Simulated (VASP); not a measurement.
A run of VASP 6.6.1 is set up as follows.

INCAR

```
PREC     = Accurate       # precision mode
ENCUT    = 520            # plane-wave cutoff, eV
EDIFF    = 1E-6           # SCF threshold, eV
ISMEAR   = 0              # smearing method
SIGMA    = 0.2            # smearing width, eV
LREAL    = F              # projectors in reciprocal space
LASPH    = T              # aspherical terms in the spheres
NELM     = 80             # most SCF steps
ALGO     = Normal         # electronic algorithm
ISIF     = 2              # what is computed and relaxed
LWAVE    = F              # write WAVECAR
LCHARG   = F              # write CHGCAR
GGA      = PE             # functional
NBANDS   = 48             # bands
```

KPOINTS

```
Automatic mesh
0
Gamma
  6 6 2
```

POSCAR

```
Zn6O
1.0
    2.9963847340      0.0000000000      0.0000000000
   -1.4981923670      2.5949452991      0.0000000000
    0.0000000000      0.0000000000     13.1605131052
Zn O
6 1
Direct
    0.3333333333      0.6666666667      0.2320112087
    0.0000000000      0.0000000000      0.0102943493
    0.0000000000      0.0000000000      0.3818298783
    0.3333333333      0.6666666667      0.5332612943
    0.0000000000      0.0000000000      0.6867455472
    0.3333333333      0.6666666667      0.8456004267
    0.3333333333      0.6666666667      0.0852572955
```

Potentials or basis: VASP PAW PBE potentials, release 64 (Zn, O).

Run with:

```bash
$ cat potpaw_PBE.64/Zn/POTCAR potpaw_PBE.64/O/POTCAR > POTCAR
$ mpirun -np 1 vasp_std > vasp.out
```

(1) Predict the band gap on the k mesh.

(2) What does it give for the largest force?

Answers

(1) zero (band 39 reaches 3.11 eV, above the bottom of band 40 at 2.18 eV).

(2) 0.044 eV/Å.

Caveat: the k points lie up to 0.40 Å⁻¹ apart.
